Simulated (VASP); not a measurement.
# Cs (Pm-3m) in VASP: further runs, part 2 of 2

VASP 6.6.1. The steps go on from the part before.

### 3 Single point, PBE (56.64 Å³/atom)

INCAR

```
  ALGO = Normal
  EDIFF = 1E-7
  ENCUT = 520
  GGA = PE
  ISIF = 2
  ISMEAR = -1
  LASPH = True
  LCHARG = False
  LREAL = False
  LWAVE = False
  NBANDS = 10
  NELM = 100
  PREC = Accurate
  SIGMA = 0.08
```

KPOINTS

```
k-points
0
Gamma
  8 8 8
```

POSCAR

```
Cs
1.0
    3.8404455050      0.0000000000      0.0000000000
    0.0000000000      3.8404455050      0.0000000000
    0.0000000000      0.0000000000      3.8404455050
Cs
1
Direct
    0.0000000000      0.0000000000      0.0000000000
```

Potentials or basis: VASP PAW PBE potentials, release 64 (Cs_sv).

The run is started by

```sh
$ cat potpaw_PBE.64/Cs_sv/POTCAR > POTCAR
$ mpirun -np 1 vasp_std > vasp.out
```

OUTCAR:

```text
EDIFF = 1E-7
   ENCUT = 520
   GGA = PE
   ISIF = 2
   ISMEAR = -1
   LASPH = True
   LREAL = False
   NELM = 100
   PREC = Accurate

 ion  position               nearest neighbor table
   1  0.000  0.000  0.000-

  LATTYP: Found a simple cubic cell.
 ALAT       =     3.8404455050

  Lattice vectors:

 A1 = (   3.8404455050,   0.0000000000,   0.0000000000)
 A2 = (   0.0000000000,   3.8404455050,   0.0000000000)
 A3 = (   0.0000000000,   0.0000000000,   3.8404455050)

Analysis of symmetry for initial positions (statically):
=====================================================================
 Subroutine PRICEL returns:
 Original cell was already a primitive cell.

 Routine SETGRP: Setting up the symmetry group for a
 simple cubic supercell.

 Subroutine GETGRP returns: Found 48 space group operations
 (whereof 48 operations were pure point group operations)
 out of a pool of 48 trial point group operations.

The static configuration has the point symmetry O_h .

Analysis of symmetry for dynamics (positions and initial velocities):
=====================================================================
 Subroutine PRICEL returns:
 Original cell was already a primitive cell.

 Routine SETGRP: Setting up the symmetry group for a
 simple cubic supercell.

 Subroutine GETGRP returns: Found 48 space group operations
 (whereof 48 operations were pure point group operations)
 out of a pool of 48 trial point group operations.

The dynamic configuration has the point symmetry O_h .

 Subroutine INISYM returns: Found 48 space group operations
 (whereof 48 operations are pure point group operations),
 and found     1 'primitive' translations

----------------------------------------------------------------------------------------

                                     Primitive cell

[... 110 lines left out ...]
  Fermi-wavevector in a.u.,A,eV,Ry     =   0.886695  1.675610 10.697272  0.786227
  Thomas-Fermi vector in A             =   2.007895
   LORBIT       =      0    0 simple, 1 ext, 2 COOP (PROOUT), +10 PAW based schemes
   GGA     = PE    functional components
   LHFCALC =     F    Hartree Fock is set to
   AEXX    =    0.0000 exact exchange contribution
   IVDW    =     0    specifies the selected vdW correction
   LEPSILON=     F    determine dielectric tensor
   LRPA    =     F    only Hartree local field effects (RPA)
 non-spin polarized calculation
  energy-cutoff  :      520.00
  volume of cell :       56.64
 maximum number of plane-waves:      1568
 NGX is ok and might be reduce to    30
   NGX = 15   NGY = 15   NGZ = 15

 number of electron       9.0000002 magnetization

 Free energy of the ion-electron system (eV)
  ---------------------------------------------------
  ext. energy  EPLUGINS =         0.00000000
  ---------------------------------------------------
  free energy    TOTEN  =        -0.31653607 eV

  energy without entropy =       -0.27742512  energy(sigma->0) =       -0.29698059

 E-fermi :   2.8237     XC(G=0):  -7.5681

 val. band max:        2.7685369503   @ k =   0.2500   0.2500   0.1250
 cond. band min:       2.8366434724   @ k =   0.3750   0.1250   0.0000
 fundamental gap:      0.0681065221
 Fermi energy:         2.8236925820

 k-point     1 :       0.0000    0.0000    0.0000
  band No.  band energies     occupation
      1     -21.2075      2.00000
      2      -7.3318      2.00000
      3      -7.3318      2.00000
      4      -7.3318      2.00000
      5       0.8624      2.00000
      6       3.7920      0.00001
      7       3.7920      0.00001
      8       9.8434      0.00000
      9       9.8434      0.00000
     10       9.8434      0.00000
[... 287 lines left out ...]
 k-point    24 :       0.5000    0.3750    0.1250
  band No.  band energies     occupation
      1     -20.9192      2.00000
      2      -8.5134      2.00000
      3      -8.3071      2.00000
      4      -7.2756      2.00000
      5       2.3727      1.99290
      6       5.0650      0.00000
      7       5.6362      0.00000
      8       6.2028      0.00000
      9       8.5271      0.00000
     10       9.0434      0.00000

 [... further k-points ...]

------------------------ aborting loop because EDIFF is reached ----------------------------------------

  FORCE on cell =-STRESS in cart. coord.  units (eV):
  Direction    XX          YY          ZZ          XY          YZ          ZX
  --------------------------------------------------------------------------------------
  -------------------------------------------------------------------------------------
  Total        1.0687756      1.0687756      1.0687756     -0.0000000      0.0000000     -0.0000000
  in kB       30.2309852     30.2309852     30.2309852     -0.0000000      0.0000000     -0.0000000
  external PRESSURE =      30.2309852 kB  Pullay stress =       0.0000000 kB

 VOLUME and BASIS-vectors are now :
 -----------------------------------------------------------------------------
  energy-cutoff  :      520.00
  volume of cell :       56.64
      direct lattice vectors                 reciprocal lattice vectors
     3.840445505  0.000000000  0.000000000     0.260386457  0.000000000  0.000000000
     0.000000000  3.840445505  0.000000000     0.000000000  0.260386457  0.000000000
     0.000000000  0.000000000  3.840445505     0.000000000  0.000000000  0.260386457

 POSITION                                       TOTAL-FORCE (eV/Angst)
 -----------------------------------------------------------------------------------
      0.00000      0.00000      0.00000         0.000000      0.000000      0.000000
 -----------------------------------------------------------------------------------
    total drift:                               -0.000000      0.000000     -0.000000

  FREE ENERGIE OF THE ION-ELECTRON SYSTEM (eV)
  ---------------------------------------------------
  free  energy   TOTEN  =        -0.3165360728 eV

  energy  without entropy=       -0.2774251150  energy(sigma->0) =       -0.29698059
```

stdout:

```text
POSCAR found type information on POSCAR Cs
 POSCAR found :  1 types and       1 ions
 scaLAPACK will be used
 LDA part: xc-table for (Slater+PW92), standard interpolation
 POSCAR, INCAR and KPOINTS ok, starting setup
 FFT: planning ... GRIDC
 FFT: planning ... GRID_SOFT
 FFT: planning ... GRID
 WAVECAR not read
 entering main loop
```

It took 22 s on 1 thread of Intel Xeon Platinum 8259CL at 2.50GHz (Skylake/Cascade Lake), shared host; peak memory 0.17 GiB.

What came out:

* Free energy: -0.3165 eV
* Pressure: 3.0 GPa
* Band gap on the k mesh: zero (an odd number of electrons rules out a gap without spin polarisation)

Levels at points of the mesh, in eV from the Fermi level:
```tsv
k point	band 3	band 4	band 5	band 6	band 7	band 8
(0.00, 0.00, 0.00)	-10.16	-10.16	-1.96	0.97	0.97	7.02
(0.50, 0.00, 0.00)	-10.01	-10.01	0.31	1.61	1.77	3.86
(0.50, 0.50, 0.00)	-11.33	-9.87	-0.84	2.02	4.62	4.62
(0.50, 0.50, 0.50)	-11.11	-11.11	0.47	0.47	0.47	3.54
```

Caveat: the cell stands under pressure; spin-orbit coupling is left out, which moves the levels of the heavy elements.

### 4 Single point, PBE (69.23 Å³/atom)

This run uses another cell than the first one, of 69.23 Å³/atom.

INCAR

```
  ALGO = Normal
  EDIFF = 1E-7
  ENCUT = 520
  GGA = PE
  ISIF = 2
  ISMEAR = -1
  LASPH = T
  LCHARG = T
  LELF = T
  LREAL = F
  LVHAR = T
  LWAVE = F
  NBANDS = 10
  NELM = 80
  PREC = Accurate
  SIGMA = 0.08
```

KPOINTS is that of step 3.

POSCAR

```
Cs
1.0
    4.1061202665      0.0000000000      0.0000000000
    0.0000000000      4.1061202665      0.0000000000
    0.0000000000      0.0000000000      4.1061202665
Cs
1
Direct
    0.0000000000      0.0000000000      0.0000000000
```

The run is started by

```sh
$ cat potpaw_PBE.64/Cs_sv/POTCAR > POTCAR
$ mpirun -np 1 vasp_std > vasp.out
```

Run time: 16 s. Hardware: 1 thread of Intel Xeon Platinum 8259CL at 2.50GHz (Skylake/Cascade Lake), shared host; peak memory 0.18 GiB.

Results (log left out):

```
Free energy            : -0.5082 eV
Pressure               : 1.9 GPa
Band gap on the k mesh : zero (an odd number of electrons rules out a gap without spin polarisation)
```

Levels at points of the mesh, in eV from the Fermi level:
```tsv
k point	band 2	band 3	band 4	band 5	band 6	band 7	band 8	band 9
(0.00, 0.00, 0.00)	-10.34	-10.34	-10.34	-1.96	1.14	1.14	6.13	6.13
(0.50, 0.00, 0.00)	-11.22	-10.26	-10.26	0.09	1.13	1.82	3.57	3.57
(0.50, 0.50, 0.00)	-11.08	-11.08	-10.17	-0.43	1.76	3.73	3.73	4.19
(0.50, 0.50, 0.50)	-10.95	-10.95	-10.95	0.71	0.71	0.71	3.42	7.28
```

Caveat: spin-orbit coupling is left out, which moves the levels of the heavy elements.

### 5 Single point, PBE (69.23 Å³/atom)

This run uses another cell than the first one, of 69.23 Å³/atom.

INCAR

```
SYSTEM = Cs
PREC = Accurate ; ENCUT = 520
EDIFF = 1E-7 ; ISMEAR = -1
SIGMA = 0.08 ; LREAL = .False.
LASPH = .True. ; NELM = 100
ALGO = Normal ; ISIF = 2
LWAVE = .False. ; LCHARG = .False.
GGA = PE ; NBANDS = 10
```

KPOINTS

```
Automatic mesh
0
Gamma
  8 8 8
  0 0 0
```

POSCAR is that of step 4.

The run is started by

```sh
$ cat potpaw_PBE.64/Cs_sv/POTCAR > POTCAR
$ mpirun -np 1 vasp_std > vasp.out
```

It took 17 s on 1 thread of Intel Xeon Platinum 8259CL at 2.50GHz (Skylake/Cascade Lake), shared host; peak memory 0.18 GiB.

It converged, with:

```yaml
Free_energy: -0.5082 eV
Pressure: 1.9 GPa
Band_gap_on_the_k_mesh: zero (an odd number of electrons rules out a gap without spin polarisation)
```

Levels at points of the mesh, in eV from the Fermi level:
```tsv
k point	band 1	band 2	band 3	band 4	band 5	band 6	band 7	band 8	band 9	band 10
(0.00, 0.00, 0.00)	-23.93	-10.34	-10.34	-10.34	-1.96	1.14	1.14	6.13	6.13	6.13
(0.50, 0.00, 0.00)	-23.85	-11.22	-10.26	-10.26	0.09	1.13	1.82	3.57	3.57	6.45
(0.50, 0.50, 0.00)	-23.78	-11.08	-11.08	-10.17	-0.43	1.76	3.73	3.73	4.19	4.19
(0.50, 0.50, 0.50)	-23.72	-10.95	-10.95	-10.95	0.71	0.71	0.71	3.42	7.28	7.28
```

Caveat: spin-orbit coupling is left out, which moves the levels of the heavy elements.

### 6 Single point, PBE (81.82 Å³/atom)

This run uses another cell than the first one, of 81.82 Å³/atom.

INCAR

```
SYSTEM = Cs
PREC = Accurate
ENCUT = 520
EDIFF = 1E-7
ISMEAR = -1
SIGMA = 0.08
LREAL = .False.
LASPH = .True.
NELM = 80
ALGO = Normal
ISIF = 2
LWAVE = .False.
LCHARG = .False.
GGA = PE
NBANDS = 10
```

KPOINTS

```
regular mesh
0
Gamma
  8 8 8
  0 0 0
```

POSCAR

```
Cs
1.0
    4.3412542476      0.0000000000      0.0000000000
    0.0000000000      4.3412542476      0.0000000000
    0.0000000000      0.0000000000      4.3412542476
Cs
1
Direct
    0.0000000000      0.0000000000      0.0000000000
```

Potentials or basis: VASP PAW PBE potentials, release 64 (Cs_sv).

The run is started by

```sh
$ cat potpaw_PBE.64/Cs_sv/POTCAR > POTCAR
$ mpirun -np 1 vasp_std > vasp.out
```

Wall time 18 s (1 thread of Intel Xeon Platinum 8259CL at 2.50GHz (Skylake/Cascade Lake), shared host); peak memory 0.18 GiB.

It converged, with:

```
Free energy            : -0.6305 eV
Pressure               : 1.2 GPa
Band gap on the k mesh : zero (an odd number of electrons rules out a gap without spin polarisation)
```

Levels at points of the mesh, in eV from the Fermi level:
| k point | band 2 | band 3 | band 4 | band 5 | band 6 | band 7 | band 8 | band 9 |
| --- | --- | --- | --- | --- | --- | --- | --- | --- |
| (0.00, 0.00, 0.00) | -10.51 | -10.51 | -10.51 | -1.92 | 1.20 | 1.20 | 5.47 | 5.47 |
| (0.50, 0.00, 0.00) | -11.08 | -10.45 | -10.45 | -0.06 | 0.81 | 1.80 | 3.32 | 3.32 |
| (0.50, 0.50, 0.00) | -10.99 | -10.99 | -10.40 | -0.18 | 1.55 | 3.08 | 3.08 | 3.85 |
| (0.50, 0.50, 0.50) | -10.91 | -10.91 | -10.91 | 0.83 | 0.83 | 0.83 | 3.26 | 6.02 |

Caveat: spin-orbit coupling is left out, which moves the levels of the heavy elements.

### 7 The runs side by side

| cell | gap on the mesh (eV) | pressure (GPa) |
| --- | --- | --- |
| a = 3.840 Å, 1 atom | none | 3.0 |
| a = 4.106 Å, 1 atom | none | 1.9 |
| a = 4.341 Å, 1 atom | none | 1.2 |

Alike in all rows: task single point; level PBE; potentials or basis VASP PAW PBE potentials, release 64 (Cs_sv); no spin polarisation; k mesh 8 × 8 × 8; cutoff (eV) 520; smearing fermi-dirac 0.08 eV.

Caveats: spin-orbit coupling is left out, which moves the levels of the heavy elements; the cell stands under pressure (at least some runs).

Total energies depend on the potentials used, so only differences within one code and one set of settings carry meaning.
